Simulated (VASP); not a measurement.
**MgO (Periclase): single point with r2SCAN**

**Experimental background.**

“Electronic structure of alkaline earth and post-transition metal oxides”, 2009, arxiv:0908.1581 quotes, for a bulk crystal of MgO: band gap 7.83 eV.

The system is MgO (Periclase).

```
Mg O
1.0
     0.00000    2.10713    2.10713
     2.10713    0.00000    2.10713
     2.10713    2.10713    0.00000
Mg O
1 1
Direct
  0.00000 0.00000 0.00000
  0.50000 0.50000 0.50000
```

```yaml
Program: VASP 6.6.1
Task: single point
Functional: r2SCAN
Potentials_or_basis: VASP PAW PBE potentials, release 64 (Mg, O)
Cutoff: 520 eV
k_mesh: 10 × 10 × 10
Occupations: gaussian, width 0.02 eV
Spin: no spin polarisation
Dipole_correction: no
Further_INCAR_settings: ALGO = Normal; EDIFF = 1e-06; NBANDS = 11
```

The pressure is -2.3 GPa. The band gap on the k mesh is 5.59 eV, direct.

Levels at points of the mesh, in eV from the valence-band top:
```csv
k point,band 1,band 2,band 3,band 4,band 5,band 6,band 7,band 8
"(0.00, 0.00, 0.00)",-18.19,0.00,0.00,0.00,5.59,16.82,16.82,16.82
"(0.50, 0.00, 0.00)",-16.95,-4.60,-0.67,-0.67,8.79,13.79,17.40,17.40
"(0.50, 0.50, 0.00)",-16.70,-4.09,-1.37,-1.37,10.03,11.04,14.27,20.35
```

Wall time 43 s on 1 thread of Intel Xeon 8259CL, on a shared host, peak memory 0.15 GiB.

Against the measured gap of MgO, 7.83 eV (quoted in “Electronic structure of alkaline earth and post-transition metal oxides”, 2009, arxiv:0908.1581), the calculated 5.59 eV is off by -2.24 eV. The value is that of r2SCAN, without temperature or zero-point motion.

Caveat: the PAW data sets were made with another functional, which shifts forces and pressure a little.
